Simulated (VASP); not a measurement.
# PbS2 (Fm-3m) in VASP: vibrations by perturbation theory with PBEsol

Aim: the vibrations by perturbation theory of PbS2 with PBEsol.

Program: VASP 6.6.1. These are calculated values, not measurements. Logs are shortened: lines on timing, memory, paths and dates and some standing lists are left out, and cuts for length are marked.

## (1) The cell of the first run

Symmetry: Fm-3m, No. 225, cubic system. Conventional cell: a = 6.647 Å, b = 6.647 Å, c = 6.647 Å, α = 90.00°, β = 90.00°, γ = 90.00°. Pb (site symmetry m-3m) has 8 S at 2.88 Å within 3.8 Å. S (site symmetry -43m) has 4 Pb at 2.88 Å and 6 S at 3.32 Å within 3.8 Å.

## (2) Vibrations by perturbation theory, PBEsol

Contents of INCAR:

```
PREC = Accurate
ENCUT = 520
EDIFF = 1E-8
ISMEAR = 0
SIGMA = 0.15
LREAL = F
LASPH = T
NELM = 100
ALGO = Normal
ISIF = 2
LWAVE = F
LCHARG = F
GGA = PS
IBRION = 8
NSW = 1
```

Contents of KPOINTS:

```
regular mesh
0
Gamma
  10 10 10
```

Contents of POSCAR:

```
PbS2
1.0
    0.0000000000      3.3236946756      3.3236946756
    3.3236946756      0.0000000000      3.3236946756
    3.3236946756      3.3236946756      0.0000000000
Pb S
1 2
Direct
    0.0000000000      0.0000000000      0.0000000000
    0.2500000000      0.2500000000      0.2500000000
    0.7500000000      0.7500000000      0.7500000000
```

Potentials or basis: VASP PAW PBE potentials, release 64 (Pb_d, S).

The run is started by

```
cat potpaw_PBE.64/Pb_d/POTCAR potpaw_PBE.64/S/POTCAR > POTCAR
mpirun -np 1 vasp_std > vasp.out
```

OUTCAR:

```text
PREC = Accurate
   ENCUT = 520
   EDIFF = 1E-8
   ISMEAR = 0
   LREAL = F
   LASPH = T
   NELM = 100
   ISIF = 2
   GGA = PS
   IBRION = 8
   NSW = 1

 ion  position               nearest neighbor table
   1  0.000  0.000  0.000-   3 2.88   3 2.88   3 2.88   2 2.88   3 2.88   2 2.88   2 2.88   2 2.88

   2  0.250  0.250  0.250-   1 2.88   1 2.88   1 2.88   1 2.88
   3  0.750  0.750  0.750-   1 2.88   1 2.88   1 2.88   1 2.88

  LATTYP: Found a face centered cubic cell.
 ALAT       =     6.6473893512

  Lattice vectors:

 A1 = (   0.0000000000,   3.3236946756,   3.3236946756)
 A2 = (   3.3236946756,   0.0000000000,   3.3236946756)
 A3 = (   3.3236946756,   3.3236946756,   0.0000000000)

Analysis of symmetry for initial positions (statically):
=====================================================================
 Subroutine PRICEL returns:
 Original cell was already a primitive cell.

 Routine SETGRP: Setting up the symmetry group for a
 face centered cubic supercell.

 Subroutine GETGRP returns: Found 48 space group operations
 (whereof 48 operations were pure point group operations)
 out of a pool of 48 trial point group operations.

The static configuration has the point symmetry O_h .

Analysis of symmetry for dynamics (positions and initial velocities):
=====================================================================
 Subroutine PRICEL returns:
 Original cell was already a primitive cell.

 Routine SETGRP: Setting up the symmetry group for a
 face centered cubic supercell.

 Subroutine GETGRP returns: Found 48 space group operations
 (whereof 48 operations were pure point group operations)
 out of a pool of 48 trial point group operations.

The dynamic configuration has the point symmetry O_h .

 Subroutine INISYM returns: Found 48 space group operations
 (whereof 48 operations are pure point group operations),
 and found     1 'primitive' translations

----------------------------------------------------------------------------------------

                                     Primitive cell

  volume of cell :      73.4334

  direct lattice vectors                    reciprocal lattice vectors
     0.000000000  3.323694676  3.323694676    -0.150434997  0.150434997  0.150434997
     3.323694676  0.000000000  3.323694676     0.150434997 -0.150434997  0.150434997
     3.323694676  3.323694676  0.000000000     0.150434997  0.150434997 -0.150434997

  length of vectors
     4.700414087  4.700414087  4.700414087     0.260561059  0.260561059  0.260561059

  position of ions in fractional coordinates (direct lattice)
     0.000000000  0.000000000  0.000000000
     0.250000000  0.250000000  0.250000000
     0.750000000  0.750000000  0.750000000

  ion indices of the primitive-cell ions
   primitive index   ion index
                 1           1
                 2           2
                 3           3

----------------------------------------------------------------------------------------

 KPOINTS: regular mesh

Automatic generation of k-mesh.
 Grid dimensions read from file:
 generate k-points for:   10   10   10

 Generating k-lattice:

  Cartesian coordinates                     Fractional coordinates (reciprocal lattice)
    -0.015043500  0.015043500  0.015043500     0.100000000  0.000000000  0.000000000
     0.015043500 -0.015043500  0.015043500     0.000000000  0.100000000  0.000000000
[... 96 lines left out ...]
--------------------------------------- Ionic step        1  -------------------------------------------

 number of electron      25.9999996 magnetization

 Free energy of the ion-electron system (eV)
  ---------------------------------------------------
  ext. energy  EPLUGINS =         0.00000000
  ---------------------------------------------------
  free energy    TOTEN  =       -11.98041249 eV

  energy without entropy =      -11.93312327  energy(sigma->0) =      -11.95676788

 E-fermi :   4.4308     XC(G=0):  -9.7304

 val. band max:        4.3937453681   @ k =  -0.3000   0.3000   0.1000
 cond. band min:       4.4430217498   @ k =   0.5000   0.3000   0.1000
 fundamental gap:      0.0492763817
 Fermi energy:         4.4307790915

 k-point     1 :       0.0000    0.0000    0.0000
  band No.  band energies     occupation
      1     -11.6547      2.00000
      2     -11.6547      2.00000
      3     -11.6547      2.00000
      4     -11.5867      2.00000
      5     -11.5867      2.00000
      6      -9.1660      2.00000
[... 457 lines left out ...]
      4     -11.5955      2.00000
      5     -11.5779      2.00000
      6      -8.1044      2.00000
[... 9 lines left out ...]
     16      10.0672      0.00000
     17      10.0779      0.00000

 [... further k-points ...]

------------------------ aborting loop because EDIFF is reached ----------------------------------------

  FORCE on cell =-STRESS in cart. coord.  units (eV):
  Direction    XX          YY          ZZ          XY          YZ          ZX
  --------------------------------------------------------------------------------------
  -------------------------------------------------------------------------------------
  Total        0.0260852      0.0260852      0.0260852      0.0000000     -0.0000000     -0.0000000
  in kB        0.5691295      0.5691295      0.5691295      0.0000000     -0.0000000     -0.0000000
  external PRESSURE =       0.5691295 kB  Pullay stress =       0.0000000 kB

 VOLUME and BASIS-vectors are now :
 -----------------------------------------------------------------------------
  energy-cutoff  :      520.00
  volume of cell :       73.43
      direct lattice vectors                 reciprocal lattice vectors
     0.000000000  3.323694676  3.323694676    -0.150434997  0.150434997  0.150434997
     3.323694676  0.000000000  3.323694676     0.150434997 -0.150434997  0.150434997
     3.323694676  3.323694676  0.000000000     0.150434997  0.150434997 -0.150434997

 POSITION                                       TOTAL-FORCE (eV/Angst)
 -----------------------------------------------------------------------------------
      0.00000      0.00000      0.00000         0.000000      0.000000      0.000000
      1.66185      1.66185      1.66185        -0.000000     -0.000000     -0.000000
      4.98554      4.98554      4.98554         0.000000      0.000000      0.000000
 -----------------------------------------------------------------------------------
    total drift:                               -0.000000      0.000000      0.000000

  FREE ENERGIE OF THE ION-ELECTRON SYSTEM (eV)
  ---------------------------------------------------
  free  energy   TOTEN  =       -11.9804124918 eV

  energy  without entropy=      -11.9331232664  energy(sigma->0) =      -11.95676788

[... ionic steps 2 to 3 ...]

--------------------------------------- Ionic step        4  -------------------------------------------

------------------------ aborting loop because EDIFF is reached ----------------------------------------

[... ionic steps 5 to 6 ...]

--------------------------------------- Ionic step        7  -------------------------------------------

 Free energy of the ion-electron system (eV)
  ---------------------------------------------------
  ---------------------------------------------------
  free energy    TOTEN  =        -0.10790726 eV

  energy without entropy =       -0.10790726

------------------------ aborting loop because EDIFF is reached ----------------------------------------

 INTERNAL STRAIN TENSOR  FOR ION    2  DIRECTION 1   (eV/Angst):
 -----------------------------------------------------------------------------
     0.00246  0.00000  0.00000
     0.00000 -0.00215 -2.96181
     0.00000 -2.96181 -0.00215

 INTERNAL STRAIN TENSOR FOR ION    3 for displacements in x,y,z  (eV/Angst):
          X           Y           Z          XY          YZ          ZX
  --------------------------------------------------------------------------------
  x     0.00000     0.00000     0.00000     0.00000     2.96181     0.00000
  y     0.00000     0.00000     0.00000     0.00000     0.00000     2.96181
  z     0.00000     0.00000     0.00000     2.96181     0.00000     0.00000

 SECOND DERIVATIVES (NOT SYMMETRIZED)
 ------------------------------------
               1X          1Y          1Z          2X          2Y          2Z          3X          3Y          3Z
  1X    -2.567751    0.000000    0.000000    1.283876    0.000000    0.000000    1.283876    0.000000    0.000000
  1Y     0.000000   -2.567751    0.000000    0.000000    1.283876    0.000000    0.000000    1.283876    0.000000
  1Z     0.000000    0.000000   -2.567751    0.000000    0.000000    1.283876    0.000000    0.000000    1.283876
  2X     1.278967    0.000000    0.000000   -1.541965    0.000000    0.000000    0.262998    0.000000    0.000000
  2Y     0.000000    1.278967    0.000000    0.000000   -1.541965    0.000000    0.000000    0.262998    0.000000
  2Z     0.000000    0.000000    1.278967    0.000000    0.000000   -1.541965    0.000000    0.000000    0.262998
  3X     1.278967    0.000000    0.000000    0.262998    0.000000    0.000000   -1.541965    0.000000    0.000000
  3Y     0.000000    1.278967    0.000000    0.000000    0.262998    0.000000    0.000000   -1.541965    0.000000
  3Z     0.000000    0.000000    1.278967    0.000000    0.000000    0.262998    0.000000    0.000000   -1.541965

 Eigenvectors and eigenvalues of the dynamical matrix
 ----------------------------------------------------

   1 f  =    3.709049 THz    23.304639 2PiTHz  123.720543 cm-1    15.339385 meV
             X         Y         Z           dx          dy          dz
      0.000000  0.000000  0.000000     0.000000   -0.000000    0.000000
      1.661847  1.661847  1.661847     0.282556    0.646916   -0.040764
      4.985542  4.985542  4.985542    -0.282556   -0.646916    0.040764
[... 43 lines left out ...]
   9 f/i=    0.002912 THz     0.018295 2PiTHz    0.097125 cm-1     0.012042 meV
             X         Y         Z           dx          dy          dz
      0.000000  0.000000  0.000000    -0.090881   -0.859765    0.124469
      1.661847  1.661847  1.661847    -0.035821   -0.338875    0.049059
      4.985542  4.985542  4.985542    -0.035821   -0.338875    0.049059

--------------------------------------------------------------------------------------------------------

 ELASTIC MODULI CONTR FROM IONIC RELAXATION (kBar)
 Direction    XX          YY          ZZ          XY          YZ          ZX
 --------------------------------------------------------------------------------
 XX           0.0000      0.0000      0.0000      0.0000      0.0000      0.0000
 YY           0.0000      0.0000      0.0000      0.0000      0.0000      0.0000
 ZZ           0.0000      0.0000      0.0000      0.0000      0.0000      0.0000
 XY           0.0000      0.0000      0.0000   -212.0762      0.0000      0.0000
 YZ           0.0000      0.0000      0.0000      0.0000   -212.0762     -0.0000
 ZX           0.0000      0.0000      0.0000      0.0000     -0.0000   -212.0762
 --------------------------------------------------------------------------------
```

Run time: 14 min. Hardware: 1 thread of Intel Xeon 8259CL, shared host; peak memory 0.58 GiB.

What came out:

| Quantity | Value |
| --- | --- |
| Highest phonon frequency at Γ, LO-TO splitting left out | 124 cm⁻¹ |

Phonon frequencies in cm⁻¹ (negative: imaginary):
| q point | frequencies |
| --- | --- |
| (0.000, 0.000, 0.000) | 0 0 0 119 119 119 124 124 124 |

Caveat: the PAW data sets were made with another functional, which shifts forces and pressure a little; spin-orbit coupling is left out, which moves the levels of the heavy elements.
